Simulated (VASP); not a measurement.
# K3Rh: single point with PBE

K3Rh:

```
K Rh
1.0
     5.30012    0.00000    0.00000
     0.00000    5.30012    0.00000
     0.00000    0.00000    5.29454
K Rh
3 1
Direct
  0.00000 0.50000 0.50000
  0.50000 0.00000 0.50000
  0.50000 0.50000 0.00000
  0.00000 0.00000 0.00000
```

```json
{
  "Program": "VASP 6.6.1",
  "Task": "single point",
  "Functional": "PBE",
  "Potentials or basis": "VASP PAW PBE potentials, release 64 (K_sv, Rh_pv)",
  "Cutoff": "520 eV",
  "k mesh": "10 × 10 × 10",
  "Occupations": "gaussian, width 0.1 eV",
  "Spin": "no spin polarisation",
  "Dipole correction": "no",
  "Further INCAR settings": "ALGO = Fast; EDIFF = 1e-06; NBANDS = 29"
}
```

```yaml
Pressure: 0.0 GPa
Band_gap_on_the_k_mesh: zero (filled and empty bands touch)
```

Levels at points of the mesh, in eV from the Fermi level:
```tsv
k point	band 19	band 20	band 21	band 22	band 23	band 24
(0.00, 0.00, 0.00)	-0.28	-0.28	-0.28	0.34	3.22	3.22
(0.50, 0.00, 0.00)	-0.23	-0.22	-0.22	-0.02	1.64	2.70
(0.50, 0.50, 0.00)	-0.21	-0.10	-0.04	0.54	0.54	0.98
(0.00, 0.00, 0.50)	-0.23	-0.22	-0.22	-0.02	1.65	2.70
(0.50, 0.00, 0.50)	-0.21	-0.10	-0.04	0.54	0.54	0.98
(0.50, 0.50, 0.50)	-0.40	-0.07	-0.07	1.80	1.92	1.92
```

It took 20 min on 1 thread of Oxide Virtual Turin-like Processor (shared host), peak memory 0.53 GiB.
